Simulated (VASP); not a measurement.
# C (P6_3/mmc) in VASP: further runs

The runs below take C through single point, with PBE.

Program: VASP 6.6.1. These are calculated values, not measurements. Logs are shortened: lines on timing, memory, paths and dates and some standing lists are left out, and cuts for length are marked.

### Step 1. The cell of the first run

It takes space group P6_3/mmc (No. 194, hexagonal). The conventional cell has a = 2.648 Å, b = 2.648 Å, c = 9.341 Å, α = 90.00°, β = 90.00°, γ = 120.00°. Within 2.1 Å of C (site symmetry 3m) lie 4 C at 1.60 to 1.70 Å. Within 2.0 Å of C (site symmetry -6m2) lie 3 C at 1.53 Å. C (site symmetry -6m2) has 5 C at 1.53 to 1.60 Å within 2.0 Å. Within 2.3 Å of C (site symmetry -3m) lie 6 C at 1.70 Å.

### Step 2. Single point, PBE

INCAR

```
ALGO = Normal ; EDIFF = 1E-7
ENCUT = 520 ; GGA = PE
ISIF = 2 ; ISMEAR = 0
LASPH = True ; LCHARG = False
LREAL = False ; LWAVE = False
NBANDS = 31 ; NELM = 80
PREC = Accurate ; SIGMA = 0.1
```

KPOINTS

```
k-points
0
Gamma
  6 6 2
```

POSCAR

```
C
1.0
    2.6478986000      0.0000000000      0.0000000000
   -1.3239493000      2.2931474500      0.0000000000
    0.0000000000      0.0000000000      9.3406367700
C
10
Direct
    0.3333333300      0.6666666700      0.5790258200
    0.6666666700      0.3333333300      0.0790258200
    0.0000000000      0.0000000000      0.7500000000
    0.3333333300      0.6666666700      0.9209741800
    0.0000000000      0.0000000000      0.2500000000
    0.6666666700      0.3333333300      0.4209741800
    0.3333333300      0.6666666700      0.7500000000
    0.0000000000      0.0000000000      0.5000000000
    0.6666666700      0.3333333300      0.2500000000
    0.0000000000      0.0000000000      0.0000000000
```

Potentials or basis: VASP PAW PBE potentials, release 64 (C).

On the command line:

```sh
cat potpaw_PBE.64/C/POTCAR > POTCAR
mpirun -np 1 vasp_std > vasp.out
```

OUTCAR:

```text
EDIFF = 1E-7
   ENCUT = 520
   GGA = PE
   ISIF = 2
   ISMEAR = 0
   LASPH = True
   LREAL = False
   NELM = 80
   PREC = Accurate

 ion  position               nearest neighbor table
   1  0.333  0.667  0.579-   7 1.60   8 1.70   8 1.70   8 1.70
   2  0.667  0.333  0.079-   9 1.60  10 1.70  10 1.70  10 1.70
   3  0.000  0.000  0.750-   7 1.53   7 1.53   7 1.53
   4  0.333  0.667  0.921-   7 1.60  10 1.70  10 1.70  10 1.70
   5  0.000  0.000  0.250-   9 1.53   9 1.53   9 1.53
   6  0.667  0.333  0.421-   9 1.60   8 1.70   8 1.70   8 1.70
   7  0.333  0.667  0.750-   3 1.53   3 1.53   3 1.53   4 1.60   1 1.60
   8  0.000  0.000  0.500-   1 1.70   6 1.70   1 1.70   6 1.70   6 1.70   1 1.70
   9  0.667  0.333  0.250-   5 1.53   5 1.53   5 1.53   6 1.60   2 1.60
  10  0.000  0.000  0.000-   2 1.70   4 1.70   4 1.70   2 1.70   2 1.70   4 1.70

  LATTYP: Found a hexagonal cell.
 ALAT       =     2.6478986000
 C/A-ratio  =     3.5275658856

  Lattice vectors:

 A1 = (   2.6478986000,   0.0000000000,   0.0000000000)
 A2 = (  -1.3239493000,   2.2931474500,   0.0000000000)
 A3 = (   0.0000000000,   0.0000000000,   9.3406367700)

Analysis of symmetry for initial positions (statically):
=====================================================================
 Subroutine PRICEL returns:
 Original cell was already a primitive cell.

 Routine SETGRP: Setting up the symmetry group for a
 hexagonal supercell.

 Subroutine GETGRP returns: Found 24 space group operations
 (whereof 12 operations were pure point group operations)
 out of a pool of 24 trial point group operations.

The static configuration has the point symmetry D_3d.
 The point group associated with its full space group is D_6h.

Analysis of symmetry for dynamics (positions and initial velocities):
=====================================================================
 Subroutine PRICEL returns:
 Original cell was already a primitive cell.

 Routine SETGRP: Setting up the symmetry group for a
 hexagonal supercell.

 Subroutine GETGRP returns: Found 24 space group operations
 (whereof 12 operations were pure point group operations)
 out of a pool of 24 trial point group operations.

The dynamic configuration has the point symmetry D_3d.
 The point group associated with its full space group is D_6h.

 Subroutine INISYM returns: Found 24 space group operations
 (whereof 12 operations are pure point group operations),
 and found     1 'primitive' translations

----------------------------------------------------------------------------------------

                                     Primitive cell

  volume of cell :      56.7166

  direct lattice vectors                    reciprocal lattice vectors
     2.647898600  0.000000000  0.000000000     0.377657966  0.218040929  0.000000000
    -1.323949300  2.293147450  0.000000000     0.000000000  0.436081858  0.000000000
     0.000000000  0.000000000  9.340636770     0.000000000  0.000000000  0.107059082

  length of vectors
     2.647898600  2.647898596  9.340636770     0.436081857  0.436081858  0.107059082

  position of ions in fractional coordinates (direct lattice)
     0.333333330  0.666666670  0.579025820
     0.666666670  0.333333330  0.079025820
     0.000000000  0.000000000  0.750000000
     0.333333330  0.666666670  0.920974180
     0.000000000  0.000000000  0.250000000
     0.666666670  0.333333330  0.420974180
     0.333333330  0.666666670  0.750000000
     0.000000000  0.000000000  0.500000000
     0.666666670  0.333333330  0.250000000
     0.000000000  0.000000000  0.000000000

  ion indices of the primitive-cell ions
   primitive index   ion index
                 1           1
                 2           2
                 3           3
                 4           4
                 5           5
                 6           6
                 7           7
                 8           8
                 9           9
                10          10

----------------------------------------------------------------------------------------

 KPOINTS: k-points

Automatic generation of k-mesh.
 Grid dimensions read from file:
 generate k-points for:    6    6    2

 Generating k-lattice:

  Cartesian coordinates                     Fractional coordinates (reciprocal lattice)
     0.062942994  0.036340155  0.000000000     0.166666667  0.000000000  0.000000000
     0.000000000  0.072680310  0.000000000     0.000000000  0.166666667  0.000000000
     0.000000000  0.000000000  0.053529541     0.000000000  0.000000000  0.500000000

  Length of vectors
     0.072680310  0.072680310  0.053529541

  Shift w.r.t. Gamma in fractional coordinates (k-lattice)
     0.000000000  0.000000000  0.000000000

 Subroutine IBZKPT returns following result:
 ===========================================

 Found     14 irreducible k-points:

 Following reciprocal coordinates:
            Coordinates               Weight
  0.000000  0.000000  0.000000      1.000000
  0.166667  0.000000  0.000000      6.000000
  0.333333  0.000000  0.000000      6.000000
  0.500000 -0.000000  0.000000      3.000000
  0.166667  0.166667  0.000000      6.000000
  0.333333  0.166667  0.000000     12.000000
  0.333333  0.333333  0.000000      2.000000
  0.000000  0.000000  0.500000      1.000000
  0.166667  0.000000  0.500000      6.000000
  0.333333  0.000000  0.500000      6.000000
  0.500000 -0.000000  0.500000      3.000000
  0.166667  0.166667  0.500000      6.000000
  0.333333  0.166667  0.500000     12.000000
  0.333333  0.333333  0.500000      2.000000
   k-points           NKPTS =     14   k-points in BZ     NKDIM =     14   number of bands    NBANDS=     31
   number of dos      NEDOS =    301   number of ions     NIONS =     10
   total plane-waves  NPLWV =  28000
   dimension x,y,z NGX =    20 NGY =   20 NGZ =   70
   dimension x,y,z NGXF=    40 NGYF=   40 NGZF=  140
   ions per type =              10
   NGX,Y,Z   is equivalent  to a cutoff of  12.56, 12.56, 12.46 a.u.
   NGXF,Y,Z  is equivalent  to a cutoff of  25.11, 25.11, 24.92 a.u.
 SYSTEM =  unknown system
   PREC   = accura    normal or accurate (medium, high low for compatibility)
   ISTART =      0    job   : 0-new  1-cont  2-samecut
   ICHARG =      2    charge: 1-file 2-atom 10-const
   ISPIN  =      1    spin polarized calculation?
   LNONCOLLINEAR =      F non collinear calculations
   LSORBIT =      F    spin-orbit coupling
   LASPH  =      T    aspherical Exc in radial PAW
   ENCUT  =  520.0 eV  38.22 Ry    6.18 a.u.   4.92  4.92 17.37*2*pi/ulx,y,z
   NELM   =     80;   NELMIN=  2; NELMDL= -5     # of ELM steps
   EDIFF  = 0.1E-06   stopping-criterion for ELM
   LREAL  =      F    real-space projection
   EDIFFG = 0.1E-05   stopping-criterion for IOM
   NSW    =      0    number of steps for IOM
   IBRION =     -1    ionic relax: 0-MD 1-quasi-New 2-CG
   NFREE  =      0    steps in history (QN), initial steepest desc. (CG)
   ISIF   =      2    stress and relaxation
   ISYM   =      2    0-nonsym 1-usesym 2-fastsym
   POTIM  = 0.5000    time-step for ionic-motion
   TEBEG  =    0.0;   TEEND  =   0.0 temperature during run
   PSTRESS=    0.0 pullay stress
   NELECT =      40.0000    total number of electrons
   NUPDOWN=      -1.0000    fix difference up-down
   EMIN   =  10.00;   EMAX   =-10.00  energy-range for DOS
   EFERMI =   0.00;   METHOD = LEGACY
   ISMEAR =     0;   SIGMA  =   0.10  broadening in eV -4-tet -1-fermi 0-gaus
   EFERMI_NEDOS =   21; number of points for ismear=-14 and -15
   IALGO  =     38    algorithm
   IMIX   =      4    mixing-type and parameters
     AMIX     =   0.40;   BMIX     =  1.00
     AMIX_MAG =   1.60;   BMIX_MAG =  1.00
  volume/ion in A,a.u.               =       5.67        38.27
  Fermi-wavevector in a.u.,A,eV,Ry     =   1.457219  2.753745 28.891806  2.123488
  Thomas-Fermi vector in A             =   2.574046
   LORBIT       =      0    0 simple, 1 ext, 2 COOP (PROOUT), +10 PAW based schemes
   GGA     = PE    functional components
   LHFCALC =     F    Hartree Fock is set to
   AEXX    =    0.0000 exact exchange contribution
   IVDW    =     0    specifies the selected vdW correction
   LEPSILON=     F    determine dielectric tensor
   LRPA    =     F    only Hartree local field effects (RPA)
 non-spin polarized calculation
 Gauss-broadening in eV      SIGMA  =   0.10
  energy-cutoff  :      520.00
  volume of cell :       56.72
 maximum number of plane-waves:      1560
 NGX is ok and might be reduce to    20
   NGX =  9   NGY =  9   NGZ = 35

 number of electron      40.0000002 magnetization

 Free energy of the ion-electron system (eV)
  ---------------------------------------------------
  ext. energy  EPLUGINS =         0.00000000
  ---------------------------------------------------
  free energy    TOTEN  =       -65.05700255 eV

  energy without entropy =      -65.03973223  energy(sigma->0) =      -65.04836739

 E-fermi :  11.7460     XC(G=0): -13.4417

 val. band max:       11.7197409150   @ k =   0.3333   0.1667   0.0000
 cond. band min:      11.7646656692   @ k =   0.1667   0.0000   0.0000
 fundamental gap:      0.0449247542
 Fermi energy:        11.7459761462

 k-point     1 :       0.0000    0.0000    0.0000
  band No.  band energies     occupation
      1     -11.8637      2.00000
      2     -10.6301      2.00000
      3     -10.4509      2.00000
      4      -7.6892      2.00000
      5      -4.8395      2.00000
      6      -0.4953      2.00000
[... 23 lines left out ...]
     30      16.7017      0.00000
     31      17.5855      0.00000

 k-point     2 :       0.1667    0.0000    0.0000
  band No.  band energies     occupation
      1     -11.2462      2.00000
      2     -10.0413      2.00000
      3      -9.8172      2.00000
      4      -7.1074      2.00000
      5      -4.2506      2.00000
      6      -0.0133      2.00000
[... 400 lines left out ...]
 k-point    14 :       0.3333    0.3333    0.5000
  band No.  band energies     occupation
      1      -5.7394      2.00000
      2      -5.7394      2.00000
      3      -4.3474      2.00000
      4      -4.3474      2.00000
      5      -3.2461      2.00000
      6      -3.2461      2.00000
[... 23 lines left out ...]
     30      20.2090      0.00000
     31      20.6049      0.00000

------------------------ aborting loop because EDIFF is reached ----------------------------------------

  FORCE on cell =-STRESS in cart. coord.  units (eV):
  Direction    XX          YY          ZZ          XY          YZ          ZX
  --------------------------------------------------------------------------------------
  -------------------------------------------------------------------------------------
  Total       -1.2693651     -1.2693651     51.4794544      0.0000000     -0.0000000      0.0000000
  in kB      -35.8581043    -35.8581042   1454.2353698      0.0000000     -0.0000000      0.0000000
  external PRESSURE =     460.8397204 kB  Pullay stress =       0.0000000 kB

 VOLUME and BASIS-vectors are now :
 -----------------------------------------------------------------------------
  energy-cutoff  :      520.00
  volume of cell :       56.72
      direct lattice vectors                 reciprocal lattice vectors
     2.647898600  0.000000000  0.000000000     0.377657966  0.218040929  0.000000000
    -1.323949300  2.293147450  0.000000000     0.000000000  0.436081858  0.000000000
     0.000000000  0.000000000  9.340636770     0.000000000  0.000000000  0.107059082

 POSITION                                       TOTAL-FORCE (eV/Angst)
 -----------------------------------------------------------------------------------
     -0.00000      1.52876      5.40847        -0.000000      0.000000     -0.494760
      1.32395      0.76438      0.73815         0.000000      0.000000     -0.494760
      0.00000      0.00000      7.00548        -0.000000      0.000000     -0.000000
     -0.00000      1.52876      8.60249        -0.000000     -0.000000      0.494760
      0.00000      0.00000      2.33516        -0.000000      0.000000     -0.000000
      1.32395      0.76438      3.93217         0.000000     -0.000000      0.494760
     -0.00000      1.52876      7.00548        -0.000000     -0.000000      0.000000
      0.00000      0.00000      4.67032        -0.000000      0.000000      0.000000
      1.32395      0.76438      2.33516         0.000000      0.000000      0.000000
      0.00000      0.00000      0.00000        -0.000000      0.000000      0.000000
 -----------------------------------------------------------------------------------
    total drift:                               -0.000000     -0.000000      0.000000

  FREE ENERGIE OF THE ION-ELECTRON SYSTEM (eV)
  ---------------------------------------------------
  free  energy   TOTEN  =       -65.0570025525 eV

  energy  without entropy=      -65.0397322276  energy(sigma->0) =      -65.04836739
```

It took 19 s on 1 thread of AMD EPYC 9R45 (Zen 5), shared host; peak memory 0.13 GiB.

What came out:

```
Free energy            : -65.0570 eV
Pressure               : 46.1 GPa
Largest force          : 0.495 eV/Å
Band gap on the k mesh : zero (band 20 reaches 11.92 eV, above the bottom of band 21 at 10.02 eV)
```

Forces in eV/Å, atoms in the order of the input:
```
C    0.000  0.000 -0.495
C    0.000  0.000 -0.495
C    0.000  0.000  0.000
C    0.000  0.000  0.495
C    0.000  0.000  0.000
C    0.000  0.000  0.495
C    0.000  0.000  0.000
C    0.000  0.000  0.000
C    0.000  0.000  0.000
C    0.000  0.000  0.000
```

Stress tensor (GPa, compression positive):
```
 -3.59   0.00   0.00
  0.00  -3.59   0.00
  0.00   0.00 145.42
```

Caveat: the k points lie up to 0.46 Å⁻¹ apart.

### Step 3. Single point, PBE

This run uses another cell than the first one, of 9.91 Å³/atom, 1.747 times its volume.

INCAR

```
PREC = Accurate
ENCUT = 520
EDIFF = 1E-7
ISMEAR = 0
SIGMA = 0.1
LREAL = False
LASPH = True
NELM = 100
ALGO = Normal
ISIF = 2
LWAVE = False
LCHARG = True
GGA = PE
LELF = True
LVHAR = True
NBANDS = 31
```

KPOINTS

```
Automatic mesh
0
Gamma
  6 6 2
```

POSCAR

```
C
1.0
    2.5165596678      0.0000000000      0.0000000000
   -1.2582798339      2.1794046025      0.0000000000
    0.0000000000      0.0000000000     18.0655892131
C
10
Direct
    0.3333333333      0.6666666667      0.5450288790
    0.6666666667      0.3333333333      0.0450288790
    0.0000000000      0.0000000000      0.7500000000
    0.3333333333      0.6666666667      0.9549711210
    0.0000000000      0.0000000000      0.2500000000
    0.6666666667      0.3333333333      0.4549711210
    0.3333333333      0.6666666667      0.7500000000
    0.0000000000      0.0000000000      0.5000000000
    0.6666666667      0.3333333333      0.2500000000
    0.0000000000      0.0000000000      0.0000000000
```

Potentials or basis: VASP PAW PBE potentials, release 64 (C).

On the command line:

```sh
cat potpaw_PBE.64/C/POTCAR > POTCAR
mpirun -np 1 vasp_std > vasp.out
```

Run time: 48 s. Hardware: 1 thread of AMD EPYC 9R45 (Zen 5), shared host; peak memory 0.18 GiB.

It converged, with:

| Quantity | Value |
| --- | --- |
| Free energy | -73.9132 eV |
| Pressure | 0.4 GPa |
| Largest force | 0.047 eV/Å |

Forces in eV/Å, atoms in the order of the input:
```
C    0.000  0.000  0.047
C    0.000  0.000  0.047
C    0.000  0.000  0.000
C    0.000  0.000 -0.047
C    0.000  0.000  0.000
C    0.000  0.000 -0.047
C    0.000  0.000  0.000
C    0.000  0.000  0.000
C    0.000  0.000  0.000
C    0.000  0.000  0.000
```

Stress tensor (GPa, compression positive):
```
0.45 0.00 0.00
0.00 0.45 0.00
0.00 0.00 0.37
```

Levels at points of the mesh, in eV from the Fermi level:
```
           k point  band 17  band 18  band 19  band 20  band 21  band 22  band 23  band 24
(0.00, 0.00, 0.00)    -2.77    -2.77    -0.22     0.02     0.55     0.55     0.55     0.55
(0.50, 0.00, 0.00)    -2.25    -2.22    -1.31    -1.26     0.26     0.29     1.68     1.69
(0.00, 0.00, 0.50)    -2.77    -2.77    -0.10    -0.10     0.55     0.55     0.55     0.55
(0.50, 0.00, 0.50)    -2.24    -2.24    -1.28    -1.28     0.27     0.27     1.69     1.69
```

Caveat: the k points lie up to 0.48 Å⁻¹ apart; this functional lacks dispersion, which binds the layers, so the pressure and a relaxed spacing across them are unreliable.
